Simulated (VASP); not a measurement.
# Sr (P-1) in VASP: single point with PBE

Aim: the single point of Sr with PBE.

All numbers are computed with VASP 6.6.1; they aren't measurements. Logs are shortened: lines on timing, memory, paths and dates and some standing lists are left out, and cuts for length are marked.

### 1 The cell of the first run

The typed cell holds 2 atoms: a = 4.310 Å, b = 4.338 Å, c = 7.050 Å, α = 90.31°, β = 90.86°, γ = 120.64°.

### 2 Single point, PBE (equal xy, yz and zx shear strains of -1.5 %)

File INCAR:

```
PREC = Accurate
ENCUT = 520
EDIFF = 1E-6
ISMEAR = -1
SIGMA = 0.08
LREAL = F
LASPH = T
NELM = 60
ALGO = Normal
ISIF = 2
LWAVE = F
LCHARG = F
GGA = PE
NBANDS = 17
```

File KPOINTS:

```
Automatic mesh
0
Gamma
  10 10 5
```

File POSCAR:

```
Sr
1.0
    4.3100002207     -0.0323250017     -0.0323250017
   -2.1829943830      3.7487321822     -0.0118317718
   -0.0528750000     -0.0528750000      7.0500000000
Sr
2
Direct
    0.3333333333      0.6666666667      0.2500000000
    0.6666666667      0.3333333333      0.7500000000
```

Potentials or basis: VASP PAW PBE potentials, release 64 (Sr_sv).

Command:

```sh
cat potpaw_PBE.64/Sr_sv/POTCAR > POTCAR
mpirun -np 1 vasp_std > vasp.out
```

OUTCAR:

```text
PREC = Accurate
   ENCUT = 520
   EDIFF = 1E-6
   ISMEAR = -1
   LREAL = F
   LASPH = T
   NELM = 60
   ISIF = 2
   GGA = PE

 ion  position               nearest neighbor table
   1  0.333  0.667  0.250-   2 4.26   2 4.28   2 4.31   2 4.34   2 4.35   2 4.35
   2  0.667  0.333  0.750-   1 4.26   1 4.28   1 4.31   1 4.34   1 4.35   1 4.35

  LATTYP: Found a triclinic cell.
 ALAT       =     4.2822641191
 B/A-ratio  =     1.0065335840
 C/A-ratio  =     1.6464179591
 COS(alpha) =     0.0149420690
 COS(beta)  =     0.0205446045
 COS(gamma) =     0.4902420347

  Lattice vectors:

 A1 = (   2.1270058377,   3.7164071805,  -0.0441567735)
 A2 = (   4.3100002207,  -0.0323250017,  -0.0323250017)
 A3 = (   0.0528750000,   0.0528750000,  -7.0500000000)

Analysis of symmetry for initial positions (statically):
=====================================================================
 Subroutine PRICEL returns:
 Original cell was already a primitive cell.

 Routine SETGRP: Setting up the symmetry group for a
 triclinic supercell.

 Subroutine GETGRP returns: Found  2 space group operations
 (whereof  2 operations were pure point group operations)
 out of a pool of  2 trial point group operations.

The static configuration has the point symmetry S_2 .

Analysis of symmetry for dynamics (positions and initial velocities):
=====================================================================
 Subroutine PRICEL returns:
 Original cell was already a primitive cell.

 Routine SETGRP: Setting up the symmetry group for a
 triclinic supercell.

 Subroutine GETGRP returns: Found  2 space group operations
 (whereof  2 operations were pure point group operations)
 out of a pool of  2 trial point group operations.

The dynamic configuration has the point symmetry S_2 .

 Subroutine INISYM returns: Found  2 space group operations
 (whereof  2 operations are pure point group operations),
 and found     1 'primitive' translations

----------------------------------------------------------------------------------------

                                     Primitive cell

  volume of cell :     113.3968

  direct lattice vectors                    reciprocal lattice vectors
     4.310000221 -0.032325002 -0.032325002     0.233057228  0.135724645  0.002765864
    -2.182994383  3.748732182 -0.011831772     0.002024753  0.267942315  0.002024753
    -0.052875000 -0.052875000  7.050000000     0.001071990  0.001071990  0.141860051

  length of vectors
     4.310242651  4.338040738  7.050396551     0.269711885  0.267957615  0.141868152

  position of ions in fractional coordinates (direct lattice)
     0.333333333  0.666666667  0.250000000
     0.666666667  0.333333333  0.750000000

  ion indices of the primitive-cell ions
   primitive index   ion index
                 1           1
                 2           2

----------------------------------------------------------------------------------------

 KPOINTS: Automatic mesh

Automatic generation of k-mesh.
 Grid dimensions read from file:
 generate k-points for:   10   10    5

 Generating k-lattice:

  Cartesian coordinates                     Fractional coordinates (reciprocal lattice)
     0.023305723  0.013572465  0.000276586     0.100000000  0.000000000  0.000000000
     0.000202475  0.026794232  0.000202475    -0.000000000  0.100000000 -0.000000000
     0.000214398  0.000214398  0.028372010     0.000000000  0.000000000  0.200000000

  Length of vectors
     0.026971189  0.026795762  0.028373630

  Shift w.r.t. Gamma in fractional coordinates (k-lattice)
     0.000000000  0.000000000  0.000000000

 Subroutine IBZKPT returns following result:
 ===========================================

 Found    252 irreducible k-points:

 Following reciprocal coordinates:
            Coordinates               Weight
  0.000000  0.000000  0.000000      1.000000
  0.100000 -0.000000 -0.000000      2.000000
  0.200000 -0.000000 -0.000000      2.000000
  0.300000  0.000000 -0.000000      2.000000
  0.400000 -0.000000 -0.000000      2.000000
  0.500000 -0.000000 -0.000000      1.000000
[... 16 lines left out ...]
 -0.400000  0.200000  0.000000      2.000000
 -0.300000  0.200000 -0.000000      2.000000
 [... further k-points ...]
   k-points           NKPTS =    252   k-points in BZ     NKDIM =    252   number of bands    NBANDS=     17
   number of dos      NEDOS =    301   number of ions     NIONS =      2
   total plane-waves  NPLWV =  55296
   dimension x,y,z NGX =    32 NGY =   32 NGZ =   54
   dimension x,y,z NGXF=    64 NGYF=   64 NGZF=  108
   ions per type =               2
   NGX,Y,Z   is equivalent  to a cutoff of  12.34, 12.26, 12.73 a.u.
   NGXF,Y,Z  is equivalent  to a cutoff of  24.68, 24.53, 25.47 a.u.
 SYSTEM =  unknown system
   PREC   = accura    normal or accurate (medium, high low for compatibility)
   ISTART =      0    job   : 0-new  1-cont  2-samecut
   ICHARG =      2    charge: 1-file 2-atom 10-const
   ISPIN  =      1    spin polarized calculation?
   LNONCOLLINEAR =      F non collinear calculations
   LSORBIT =      F    spin-orbit coupling
   LASPH  =      T    aspherical Exc in radial PAW
   ENCUT  =  520.0 eV  38.22 Ry    6.18 a.u.   8.01  8.07 13.11*2*pi/ulx,y,z
   NELM   =     60;   NELMIN=  2; NELMDL= -5     # of ELM steps
   EDIFF  = 0.1E-05   stopping-criterion for ELM
   LREAL  =      F    real-space projection
   EDIFFG = 0.1E-04   stopping-criterion for IOM
   NSW    =      0    number of steps for IOM
   IBRION =     -1    ionic relax: 0-MD 1-quasi-New 2-CG
   NFREE  =      0    steps in history (QN), initial steepest desc. (CG)
   ISIF   =      2    stress and relaxation
   ISYM   =      2    0-nonsym 1-usesym 2-fastsym
   POTIM  = 0.5000    time-step for ionic-motion
   TEBEG  =    0.0;   TEEND  =   0.0 temperature during run
   PSTRESS=    0.0 pullay stress
   NELECT =      20.0000    total number of electrons
   NUPDOWN=      -1.0000    fix difference up-down
   EMIN   =  10.00;   EMAX   =-10.00  energy-range for DOS
   EFERMI =   0.00;   METHOD = LEGACY
   ISMEAR =    -1;   SIGMA  =   0.08  broadening in eV -4-tet -1-fermi 0-gaus
   EFERMI_NEDOS =   21; number of points for ismear=-14 and -15
   IALGO  =     38    algorithm
   IMIX   =      4    mixing-type and parameters
     AMIX     =   0.40;   BMIX     =  1.00
     AMIX_MAG =   1.60;   BMIX_MAG =  1.00
  volume/ion in A,a.u.               =      56.70       382.62
  Fermi-wavevector in a.u.,A,eV,Ry     =   0.918089  1.734936 11.468170  0.842887
  Thomas-Fermi vector in A             =   2.043131
   LORBIT       =      0    0 simple, 1 ext, 2 COOP (PROOUT), +10 PAW based schemes
   GGA     = PE    functional components
   LHFCALC =     F    Hartree Fock is set to
   AEXX    =    0.0000 exact exchange contribution
   IVDW    =     0    specifies the selected vdW correction
   LEPSILON=     F    determine dielectric tensor
   LRPA    =     F    only Hartree local field effects (RPA)
 non-spin polarized calculation
  energy-cutoff  :      520.00
  volume of cell :      113.40
 maximum number of plane-waves:      3080
   NGX = 17   NGY = 17   NGZ = 27

 number of electron      20.0000000 magnetization

 Free energy of the ion-electron system (eV)
  ---------------------------------------------------
  ext. energy  EPLUGINS =         0.00000000
  ---------------------------------------------------
  free energy    TOTEN  =        -3.29255059 eV

  energy without entropy =       -3.23207382  energy(sigma->0) =       -3.26231221

 E-fermi :   1.4836     XC(G=0):  -7.2584

 val. band max:        1.4830818814   @ k =  -0.0000   0.2000   0.0000
 cond. band min:       1.4838689962   @ k =   0.2000  -0.0000  -0.0000
 fundamental gap:      0.0007871148
 Fermi energy:         1.4836110365

 k-point     1 :       0.0000    0.0000    0.0000
  band No.  band energies     occupation
      1     -35.1916      2.00000
      2     -35.1797      2.00000
      3     -17.2561      2.00000
      4     -17.1105      2.00000
      5     -17.1093      2.00000
      6     -17.0866      2.00000
[... 9 lines left out ...]
     16       4.2109      0.00000
     17       4.6644      0.00000

 k-point     2 :       0.1000   -0.0000   -0.0000
  band No.  band energies     occupation
      1     -35.1905      2.00000
      2     -35.1791      2.00000
      3     -17.2505      2.00000
      4     -17.1225      2.00000
      5     -17.1147      2.00000
      6     -17.0991      2.00000
[... 9 lines left out ...]
     16       4.2280      0.00000
     17       4.4505      0.00000

 k-point     3 :       0.2000   -0.0000   -0.0000
  band No.  band energies     occupation
      1     -35.1877      2.00000
      2     -35.1778      2.00000
      3     -17.2347      2.00000
      4     -17.1570      2.00000
      5     -17.1340      2.00000
      6     -17.1255      2.00000
[... 9 lines left out ...]
     16       4.1965      0.00000
     17       4.3447      0.00000

 k-point     4 :       0.3000    0.0000   -0.0000
  band No.  band energies     occupation
      1     -35.1839      2.00000
      2     -35.1763      2.00000
      3     -17.2129      2.00000
      4     -17.1992      2.00000
      5     -17.1758      2.00000
      6     -17.1385      2.00000
[... 9 lines left out ...]
     16       4.7752      0.00000
     17       4.7936      0.00000

 k-point     5 :       0.4000   -0.0000   -0.0000
  band No.  band energies     occupation
      1     -35.1806      2.00000
      2     -35.1755      2.00000
      3     -17.2352      2.00000
      4     -17.2087      2.00000
      5     -17.1885      2.00000
      6     -17.1487      2.00000
[... 9 lines left out ...]
     16       5.2924      0.00000
     17       5.5747      0.00000

 k-point     6 :       0.5000   -0.0000   -0.0000
  band No.  band energies     occupation
      1     -35.1791      2.00000
      2     -35.1754      2.00000
      3     -17.2484      2.00000
      4     -17.2211      2.00000
      5     -17.1765      2.00000
      6     -17.1525      2.00000
[... 9 lines left out ...]
     16       5.7105      0.00000
     17       6.2811      0.00000

 k-point     7 :      -0.0000    0.1000    0.0000
  band No.  band energies     occupation
      1     -35.1906      2.00000
      2     -35.1792      2.00000
      3     -17.2506      2.00000
      4     -17.1226      2.00000
      5     -17.1140      2.00000
      6     -17.0992      2.00000
[... 9 lines left out ...]
     16       4.2857      0.00000
     17       4.4260      0.00000

 k-point     8 :       0.1000    0.1000    0.0000
  band No.  band energies     occupation
      1     -35.1886      2.00000
      2     -35.1782      2.00000
      3     -17.2397      2.00000
      4     -17.1444      2.00000
      5     -17.1320      2.00000
      6     -17.1142      2.00000
[... 9 lines left out ...]
     16       4.1859      0.00000
     17       4.2694      0.00000
[... 203 lines left out ...]
      1     -35.1822      2.00000
      2     -35.1759      2.00000
      3     -17.2030      2.00000
      4     -17.2008      2.00000
      5     -17.1969      2.00000
      6     -17.1435      2.00000
[... 9 lines left out ...]
     16       4.7702      0.00000
     17       4.9966      0.00000

 k-point    20 :       0.3000    0.2000    0.0000
  band No.  band energies     occupation
      1     -35.1792      2.00000
      2     -35.1755      2.00000
      3     -17.2256      2.00000
      4     -17.2085      2.00000
      5     -17.1777      2.00000
      6     -17.1633      2.00000
[... 9 lines left out ...]
     16       4.9493      0.00000
     17       5.2241      0.00000

 k-point    21 :       0.4000    0.2000   -0.0000
  band No.  band energies     occupation
      1     -35.1779      2.00000
      2     -35.1757      2.00000
      3     -17.2335      2.00000
      4     -17.2068      2.00000
      5     -17.1756      2.00000
      6     -17.1647      2.00000
[... 9 lines left out ...]
     16       5.0410      0.00000
     17       5.3868      0.00000

 k-point    22 :       0.5000    0.2000   -0.0000
  band No.  band energies     occupation
      1     -35.1794      2.00000
      2     -35.1755      2.00000
      3     -17.2230      2.00000
      4     -17.2039      2.00000
      5     -17.1787      2.00000
      6     -17.1654      2.00000
[... 9 lines left out ...]
     16       4.9709      0.00000
     17       5.2224      0.00000

 k-point    23 :      -0.4000    0.2000    0.0000
  band No.  band energies     occupation
      1     -35.1824      2.00000
      2     -35.1760      2.00000
      3     -17.2030      2.00000
      4     -17.1959      2.00000
      5     -17.1945      2.00000
      6     -17.1446      2.00000
[... 9 lines left out ...]
     16       4.7658      0.00000
     17       5.0284      0.00000

 k-point    24 :      -0.3000    0.2000   -0.0000
  band No.  band energies     occupation
      1     -35.1856      2.00000
      2     -35.1770      2.00000
      3     -17.2218      2.00000
      4     -17.1772      2.00000
      5     -17.1632      2.00000
      6     -17.1289      2.00000
[... 9 lines left out ...]
     16       4.4872      0.00000
     17       4.6634      0.00000

 [... further k-points ...]
[... 5 lines left out ...]
  --------------------------------------------------------------------------------------
  -------------------------------------------------------------------------------------
  Total       -0.2254983     -0.2200083     -0.1325588      0.0899758      0.0583157      0.0582420
  in kB       -3.1860542     -3.1084864     -1.8729161      1.2712640      0.8239397      0.8228986
  external PRESSURE =      -2.7224856 kB  Pullay stress =       0.0000000 kB

 VOLUME and BASIS-vectors are now :
 -----------------------------------------------------------------------------
  energy-cutoff  :      520.00
  volume of cell :      113.40
      direct lattice vectors                 reciprocal lattice vectors
     4.310000221 -0.032325002 -0.032325002     0.233057228  0.135724645  0.002765864
    -2.182994383  3.748732182 -0.011831772     0.002024753  0.267942315  0.002024753
    -0.052875000 -0.052875000  7.050000000     0.001071990  0.001071990  0.141860051

 POSITION                                       TOTAL-FORCE (eV/Angst)
 -----------------------------------------------------------------------------------
     -0.03188      2.47516      1.74384         0.013904      0.000012      0.001152
      2.10601      1.18837      5.26201        -0.013904     -0.000012     -0.001152
 -----------------------------------------------------------------------------------
    total drift:                                0.000000      0.000000      0.000000

  FREE ENERGIE OF THE ION-ELECTRON SYSTEM (eV)
  ---------------------------------------------------
  free  energy   TOTEN  =        -3.2925505944 eV

  energy  without entropy=       -3.2320738221  energy(sigma->0) =       -3.26231221
```

It took 4.8 min on 1 thread of Intel Xeon Platinum 8375C at 2.90GHz (Ice Lake), shared host; peak memory 0.53 GiB.

Results:

```yaml
Free_energy: -3.2926 eV
Pressure: -0.3 GPa
Largest_force: 0.014 eV/Å
Band_gap_on_the_k_mesh: zero (bands 10 and 11 overlap by 0.15 eV)
```

Forces in eV/Å, atoms in the order of the input:
```
Sr   0.014  0.000  0.001
Sr  -0.014  0.000 -0.001
```

Caveat: the cell differs from its parent crystal (equal xy, yz and zx shear strains of -1.5 %).
